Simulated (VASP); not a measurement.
# Mo (Im-3m) in VASP: notebook

The runs below take Mo through single point, relaxation of cell and atoms, with RPBE.

Program: VASP 6.6.1. These are calculated values, not measurements. Logs are shortened: lines on timing, memory, paths and dates and some standing lists are left out, and cuts for length are marked.

**1. The cell of the first run**

It takes space group Im-3m (No. 229, cubic). The conventional cell has a = 3.175 Å, b = 3.175 Å, c = 3.175 Å, α = 90.00°, β = 90.00°, γ = 90.00°. Within 3.6 Å of Mo (site symmetry m-3m) lie 14 Mo at 2.75 to 3.18 Å.

**2. Single point, RPBE**

The input, INCAR:

```
SYSTEM = Mo
  PREC = Accurate
  ENCUT = 520
  EDIFF = 1E-6
  ISMEAR = -1
  SIGMA = 0.15
  LREAL = .FALSE.
  LASPH = .TRUE.
  NELM = 100
  ALGO = Normal
  ISIF = 2
  LWAVE = .FALSE.
  LCHARG = .FALSE.
  GGA = RP
  NBANDS = 13
```

The input, KPOINTS:

```
regular mesh
0
G
  16 16 16
  0 0 0
```

The input, POSCAR:

```
Mo
1.0
   -1.5876514250      1.5876514250      1.5876514250
    1.5876514250     -1.5876514250      1.5876514250
    1.5876514250      1.5876514250     -1.5876514250
Mo
1
Direct
    0.0000000000      0.0000000000      0.0000000000
```

Potentials or basis: VASP PAW PBE potentials, release 64 (Mo_sv).

Started as:

```
cat potpaw_PBE.64/Mo_sv/POTCAR > POTCAR
mpirun -np 1 vasp_std > vasp.out
```

OUTCAR:

```text
SYSTEM = Mo
   PREC = Accurate
   ENCUT = 520
   EDIFF = 1E-6
   ISMEAR = -1
   LREAL = .FALSE.
   LASPH = .TRUE.
   NELM = 100
   ISIF = 2
   GGA = RP

 ion  position               nearest neighbor table
   1  0.000  0.000  0.000-

  LATTYP: Found a body centered cubic cell.
 ALAT       =     3.1753028500

  Lattice vectors:

 A1 = (  -1.5876514250,   1.5876514250,   1.5876514250)
 A2 = (   1.5876514250,  -1.5876514250,   1.5876514250)
 A3 = (   1.5876514250,   1.5876514250,  -1.5876514250)

Analysis of symmetry for initial positions (statically):
=====================================================================
 Subroutine PRICEL returns:
 Original cell was already a primitive cell.

 Routine SETGRP: Setting up the symmetry group for a
 body centered cubic supercell.

 Subroutine GETGRP returns: Found 48 space group operations
 (whereof 48 operations were pure point group operations)
 out of a pool of 48 trial point group operations.

The static configuration has the point symmetry O_h .

Analysis of symmetry for dynamics (positions and initial velocities):
=====================================================================
 Subroutine PRICEL returns:
 Original cell was already a primitive cell.

 Routine SETGRP: Setting up the symmetry group for a
 body centered cubic supercell.

 Subroutine GETGRP returns: Found 48 space group operations
 (whereof 48 operations were pure point group operations)
 out of a pool of 48 trial point group operations.

The dynamic configuration has the point symmetry O_h .

 Subroutine INISYM returns: Found 48 space group operations
 (whereof 48 operations are pure point group operations),
 and found     1 'primitive' translations

----------------------------------------------------------------------------------------

                                     Primitive cell

  volume of cell :      16.0076

  direct lattice vectors                    reciprocal lattice vectors
    -1.587651425  1.587651425  1.587651425     0.000000000  0.314930590  0.314930590
     1.587651425 -1.587651425  1.587651425     0.314930590  0.000000000  0.314930590
     1.587651425  1.587651425 -1.587651425     0.314930590  0.314930590  0.000000000

  length of vectors
     2.749892933  2.749892933  2.749892933     0.445379112  0.445379112  0.445379112

  position of ions in fractional coordinates (direct lattice)
     0.000000000  0.000000000  0.000000000

  ion indices of the primitive-cell ions
   primitive index   ion index
                 1           1

----------------------------------------------------------------------------------------

 KPOINTS: regular mesh

Automatic generation of k-mesh.
 Grid dimensions read from file:
 generate k-points for:   16   16   16

 Generating k-lattice:

  Cartesian coordinates                     Fractional coordinates (reciprocal lattice)
     0.000000000  0.019683162  0.019683162     0.062500000  0.000000000  0.000000000
     0.019683162  0.000000000  0.019683162     0.000000000  0.062500000  0.000000000
     0.019683162  0.019683162  0.000000000     0.000000000  0.000000000  0.062500000

  Length of vectors
     0.027836194  0.027836194  0.027836194

  Shift w.r.t. Gamma in fractional coordinates (k-lattice)
     0.000000000  0.000000000  0.000000000

 Subroutine IBZKPT returns following result:
 ===========================================

 Found    145 irreducible k-points:

 Following reciprocal coordinates:
            Coordinates               Weight
  0.000000  0.000000  0.000000      1.000000
  0.062500  0.000000  0.000000     12.000000
  0.125000  0.000000  0.000000     12.000000
  0.187500  0.000000  0.000000     12.000000
  0.250000  0.000000  0.000000     12.000000
  0.312500  0.000000  0.000000     12.000000
[... 16 lines left out ...]
  0.187500  0.187500  0.000000     24.000000
  0.250000  0.187500  0.000000     48.000000
 [... further k-points ...]
   k-points           NKPTS =    145   k-points in BZ     NKDIM =    145   number of bands    NBANDS=     13
   number of dos      NEDOS =    301   number of ions     NIONS =      1
   total plane-waves  NPLWV =   8000
   dimension x,y,z NGX =    20 NGY =   20 NGZ =   20
   dimension x,y,z NGXF=    40 NGYF=   40 NGZF=   40
   ions per type =               1
   NGX,Y,Z   is equivalent  to a cutoff of  12.09, 12.09, 12.09 a.u.
   NGXF,Y,Z  is equivalent  to a cutoff of  24.18, 24.18, 24.18 a.u.
 SYSTEM =  Mo
   PREC   = accura    normal or accurate (medium, high low for compatibility)
   ISTART =      0    job   : 0-new  1-cont  2-samecut
   ICHARG =      2    charge: 1-file 2-atom 10-const
   ISPIN  =      1    spin polarized calculation?
   LNONCOLLINEAR =      F non collinear calculations
   LSORBIT =      F    spin-orbit coupling
   LASPH  =      T    aspherical Exc in radial PAW
   ENCUT  =  520.0 eV  38.22 Ry    6.18 a.u.   5.11  5.11  5.11*2*pi/ulx,y,z
   NELM   =    100;   NELMIN=  2; NELMDL= -5     # of ELM steps
   EDIFF  = 0.1E-05   stopping-criterion for ELM
   LREAL  =      F    real-space projection
   EDIFFG = 0.1E-04   stopping-criterion for IOM
   NSW    =      0    number of steps for IOM
   IBRION =     -1    ionic relax: 0-MD 1-quasi-New 2-CG
   NFREE  =      0    steps in history (QN), initial steepest desc. (CG)
   ISIF   =      2    stress and relaxation
   ISYM   =      2    0-nonsym 1-usesym 2-fastsym
   POTIM  = 0.5000    time-step for ionic-motion
   TEBEG  =    0.0;   TEEND  =   0.0 temperature during run
   PSTRESS=    0.0 pullay stress
   NELECT =      14.0000    total number of electrons
   NUPDOWN=      -1.0000    fix difference up-down
   EMIN   =  10.00;   EMAX   =-10.00  energy-range for DOS
   EFERMI =   0.00;   METHOD = LEGACY
   ISMEAR =    -1;   SIGMA  =   0.15  broadening in eV -4-tet -1-fermi 0-gaus
   EFERMI_NEDOS =   21; number of points for ismear=-14 and -15
   IALGO  =     38    algorithm
   IMIX   =      4    mixing-type and parameters
     AMIX     =   0.40;   BMIX     =  1.00
     AMIX_MAG =   1.60;   BMIX_MAG =  1.00
  volume/ion in A,a.u.               =      16.01       108.02
  Fermi-wavevector in a.u.,A,eV,Ry     =   1.565582  2.958520 33.348499  2.451046
  Thomas-Fermi vector in A             =   2.668036
   LORBIT       =      0    0 simple, 1 ext, 2 COOP (PROOUT), +10 PAW based schemes
   GGA     = RP    functional components
   LHFCALC =     F    Hartree Fock is set to
   AEXX    =    0.0000 exact exchange contribution
   IVDW    =     0    specifies the selected vdW correction
   LEPSILON=     F    determine dielectric tensor
   LRPA    =     F    only Hartree local field effects (RPA)
 non-spin polarized calculation
  energy-cutoff  :      520.00
  volume of cell :       16.01
 maximum number of plane-waves:       456
   NGX = 11   NGY = 11   NGZ = 11

 number of electron      14.0000006 magnetization

 Free energy of the ion-electron system (eV)
  ---------------------------------------------------
  ext. energy  EPLUGINS =         0.00000000
  ---------------------------------------------------
  free energy    TOTEN  =       -10.38741334 eV

  energy without entropy =      -10.34011613  energy(sigma->0) =      -10.36376474

 E-fermi :  12.2649     XC(G=0): -13.1889

 val. band max:       12.2490461471   @ k =   0.3750   0.0000   0.0000
 cond. band min:      12.2743700883   @ k =  -0.1875   0.1875   0.0625
 fundamental gap:      0.0253239412
 Fermi energy:        12.2649256179

 k-point     1 :       0.0000    0.0000    0.0000
  band No.  band energies     occupation
      1     -49.0012      2.00000
      2     -22.3214      2.00000
      3     -22.3214      2.00000
      4     -22.3214      2.00000
      5       5.1482      2.00000
      6      10.9710      1.99964
      7      10.9710      1.99964
      8      10.9710      1.99964
      9      13.9160      0.00003
     10      13.9160      0.00003
     11      27.0731      0.00000
     12      27.0731      0.00000
     13      27.0731      0.00000

 k-point     2 :       0.0625    0.0000    0.0000
  band No.  band energies     occupation
      1     -48.9923      2.00000
      2     -22.3740      2.00000
      3     -22.3377      2.00000
      4     -22.3217      2.00000
      5       5.3166      2.00000
      6      10.8769      1.99981
      7      10.9555      1.99968
      8      11.1278      1.99898
      9      13.7787      0.00008
     10      13.9186      0.00003
     11      27.1965      0.00000
     12      27.3561      0.00000
     13      27.3927      0.00000

 k-point     3 :       0.1250    0.0000    0.0000
  band No.  band energies     occupation
      1     -48.9667      2.00000
      2     -22.5224      2.00000
      3     -22.3839      2.00000
      4     -22.3227      2.00000
      5       5.7913      2.00000
      6      10.6204      1.99997
      7      10.8839      1.99980
      8      11.5902      1.97799
      9      13.4998      0.00053
     10      13.9342      0.00003
     11      27.4634      0.00000
     12      28.1323      0.00000
     13      28.1756      0.00000
[... 305 lines left out ...]
 k-point    23 :       0.1875    0.1875    0.0000
  band No.  band energies     occupation
      1     -48.8256      2.00000
      2     -23.2077      2.00000
      3     -22.6338      2.00000
      4     -22.4160      2.00000
      5       8.0325      2.00000
      6       9.6947      2.00000
      7      10.1387      2.00000
      8      13.1443      0.00567
      9      14.5073      0.00000
     10      15.3518      0.00000
     11      26.4847      0.00000
     12      27.6218      0.00000
     13      30.9567      0.00000

 k-point    24 :       0.2500    0.1875    0.0000
  band No.  band energies     occupation
      1     -48.7892      2.00000
      2     -23.3379      2.00000
      3     -22.7421      2.00000
      4     -22.4332      2.00000
      5       8.2081      2.00000
      6       9.4641      2.00000
      7      10.5054      1.99998
      8      13.3584      0.00136
      9      14.6345      0.00000
     10      16.7575      0.00000
     11      25.2926      0.00000
     12      26.7179      0.00000
     13      29.6146      0.00000

 [... further k-points ...]

------------------------ aborting loop because EDIFF is reached ----------------------------------------

  FORCE on cell =-STRESS in cart. coord.  units (eV):
  Direction    XX          YY          ZZ          XY          YZ          ZX
  --------------------------------------------------------------------------------------
  -------------------------------------------------------------------------------------
  Total        0.0481149      0.0481149      0.0481149      0.0000000      0.0000000     -0.0000000
  in kB        4.8157582      4.8157582      4.8157582      0.0000000      0.0000000     -0.0000000
  external PRESSURE =       4.8157582 kB  Pullay stress =       0.0000000 kB

 VOLUME and BASIS-vectors are now :
 -----------------------------------------------------------------------------
  energy-cutoff  :      520.00
  volume of cell :       16.01
      direct lattice vectors                 reciprocal lattice vectors
    -1.587651425  1.587651425  1.587651425     0.000000000  0.314930590  0.314930590
     1.587651425 -1.587651425  1.587651425     0.314930590  0.000000000  0.314930590
     1.587651425  1.587651425 -1.587651425     0.314930590  0.314930590  0.000000000

 POSITION                                       TOTAL-FORCE (eV/Angst)
 -----------------------------------------------------------------------------------
      0.00000      0.00000      0.00000         0.000000      0.000000     -0.000000
 -----------------------------------------------------------------------------------
    total drift:                                0.000000      0.000000      0.000000

  FREE ENERGIE OF THE ION-ELECTRON SYSTEM (eV)
  ---------------------------------------------------
  free  energy   TOTEN  =       -10.3874133395 eV

  energy  without entropy=      -10.3401161347  energy(sigma->0) =      -10.36376474
```

It took 7.7 s on 1 thread of Intel Xeon 6975P-C (Granite Rapids), shared host; peak memory 0.14 GiB.

Results:

* Free energy: -10.3874 eV
* Pressure: 0.5 GPa
* Band gap on the k mesh: zero (band 7 reaches 16.12 eV, above the bottom of band 8 at 10.97 eV)

Levels at points of the mesh, in eV from the Fermi level:
```
           k point  band 4  band 5  band 6  band 7  band 8  band 9  band 10  band 11
(0.00, 0.00, 0.00)  -34.59   -7.12   -1.29   -1.29   -1.29    1.65     1.65    14.81
(0.50, 0.00, 0.00)  -34.60   -5.15   -3.27    1.56    1.66    2.28     4.59    11.32
(0.50, 0.50, 0.50)  -35.48   -5.23   -5.23    3.86    3.86    3.86     8.92     8.92
```

Caveat: the PAW data sets were made with another functional, which shifts forces and pressure a little.

**3. Relaxation of cell and atoms, RPBE**

This run uses another cell than the first one, of 15.89 Å³/atom, 0.993 times its volume.

The input, INCAR:

```
PREC = Accurate ; ENCUT = 600
EDIFF = 1E-6 ; ISMEAR = 0
SIGMA = 0.1 ; LREAL = F
LASPH = T ; NELM = 100
ALGO = Fast ; ISIF = 3
LWAVE = F ; LCHARG = F
GGA = RP ; IBRION = 2
NSW = 100 ; EDIFFG = -0.002
```

The input, KPOINTS:

```
regular mesh
0
Gamma
  16 16 16
```

The input, POSCAR:

```
Mo
1.0
   -1.5838089700      1.5838089700      1.5838089700
    1.5838089700     -1.5838089700      1.5838089700
    1.5838089700      1.5838089700     -1.5838089700
Mo
1
Direct
    0.0000000000      0.0000000000      0.0000000000
```

Potentials or basis: VASP PAW PBE potentials, release 64 (Mo_sv).

Started as:

```
cat potpaw_PBE.64/Mo_sv/POTCAR > POTCAR
mpirun -np 1 vasp_std > vasp.out
```

Run time: 44 s. Hardware: 1 thread of Intel Xeon 6975P-C (Granite Rapids), shared host; peak memory 0.17 GiB.

It converged, with:

| Quantity | Value |
| --- | --- |
| Free energy | -10.3672 eV |
| Relaxed volume | 16.01 Å³/atom |
| Relaxed cell | a = 2.750 Å, b = 2.750 Å, c = 2.750 Å, α = 109.47°, β = 109.47°, γ = 109.47° |
| Space group after relaxing (to 0.05 Å) | Im-3m (No. 229) |
| Energy gained by relaxing | 0.7 meV/atom |
| Ionic steps | 9 |
| Pressure after relaxing | 0.0 GPa |
| Band gap on the k mesh | zero (band 7 reaches 16.12 eV, above the bottom of band 8 at 10.97 eV) |

Step by step:
| step | energy change (eV) | largest force (eV/Å) | pressure (GPa) | volume (Å³) |
| --- | --- | --- | --- | --- |
| 1 | 0.0000 | 0.0000 | 2.03 | 15.89 |
| 2 | 0.0048 | 0.0000 | -5.11 | 16.36 |
| 3 | -0.0008 | 0.0000 | 0.63 | 16.02 |
| 4 | -0.0007 | 0.0000 | -0.60 | 16.05 |
| 5 | -0.0007 | 0.0000 | -0.33 | 16.04 |
| 6 | -0.0007 | 0.0000 | -0.17 | 16.03 |
| 7 | -0.0007 | 0.0000 | -0.12 | 16.02 |
| 8 | -0.0007 | 0.0000 | 0.28 | 16.00 |
| 9 | -0.0007 | 0.0000 | 0.00 | 16.01 |

Final structure:
```
Mo
1.0
    -1.58788    1.58788    1.58788
     1.58788   -1.58788    1.58788
     1.58788    1.58788   -1.58788
Mo
1
Direct
  0.00000 0.00000 0.00000
```

Levels at points of the mesh, in eV from the Fermi level:
| k point | band 4 | band 5 | band 6 | band 7 | band 8 | band 9 | band 10 | band 11 |
| --- | --- | --- | --- | --- | --- | --- | --- | --- |
| (0.00, 0.00, 0.00) | -34.60 | -7.13 | -1.31 | -1.31 | -1.31 | 1.64 | 1.64 | 14.79 |
| (0.50, 0.00, 0.00) | -34.61 | -5.16 | -3.28 | 1.54 | 1.65 | 2.26 | 4.57 | 11.30 |
| (0.50, 0.50, 0.50) | -35.50 | -5.24 | -5.24 | 3.84 | 3.84 | 3.84 | 8.90 | 8.90 |

Caveat: the PAW data sets were made with another functional, which shifts forces and pressure a little.
